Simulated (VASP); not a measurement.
Here is a VASP 6.6.1 calculation.

The input POSCAR:

```
MgO
1.0
    0.0000000000      2.1547216021      2.1547216021
    2.1547216021      0.0000000000      2.1547216021
    2.1547216021      2.1547216021      0.0000000000
Mg O
1 1
Direct
    0.0000000000      0.0000000000      0.0000000000
    0.5000000000      0.5000000000      0.5000000000
```

File INCAR.step1:

```
ALGO     = Normal         # electronic algorithm
EDIFF    = 1E-5           # SCF threshold, eV
ENCUT    = 750            # plane-wave cutoff, eV
GGA      = PE             # functional
GGA_COMPAT= F            
ISMEAR   = 0              # smearing method
LASPH    = T              # aspherical terms in the spheres
LCHARG   = F              # write CHGCAR
LREAL    = F              # projectors in reciprocal space
LWAVE    = T              # write WAVECAR
NBANDS   = 15             # bands
NELM     = 120            # most SCF steps
PREC     = Accurate       # precision mode
SIGMA    = 0.01           # smearing width, eV
```

Contents of INCAR.step2:

```
ALGO     = Normal         # electronic algorithm
EDIFF    = 1E-6           # SCF threshold, eV
ENCUT    = 750            # plane-wave cutoff, eV
GGA_COMPAT= F            
ISIF     = 2              # what is computed and relaxed
ISMEAR   = 0              # smearing method
ISTART   = 1            
LASPH    = T              # aspherical terms in the spheres
LCHARG   = F              # write CHGCAR
LMIXTAU  = T            
LREAL    = F              # projectors in reciprocal space
LWAVE    = F              # write WAVECAR
METAGGA  = R2SCAN         # meta-GGA
NBANDS   = 15             # bands
NELM     = 120            # most SCF steps
PREC     = Accurate       # precision mode
SIGMA    = 0.01           # smearing width, eV
```

File KPOINTS:

```
k-points
0
Gamma
  10 10 10
```

Potentials or basis: VASP PAW PBE potentials, release 64 (Mg_sv, O).

Run with:

```console
$ cat potpaw_PBE.64/Mg_sv/POTCAR potpaw_PBE.64/O/POTCAR > POTCAR
$ cp INCAR.step1 INCAR
$ mpirun -np 1 vasp_std > vasp.out
$ cp INCAR.step2 INCAR
$ mpirun -np 1 vasp_std > vasp.out
```

(1) What does it give for the band gap on the k mesh?

(2) Estimate the pressure.

Results:

(1) 4.99 eV.

(2) -10.8 GPa.

Caveat: the cell differs from its parent crystal (strain +2.5%); the cell stands under tension; the PAW data sets were made with another functional, which shifts forces and pressure a little.
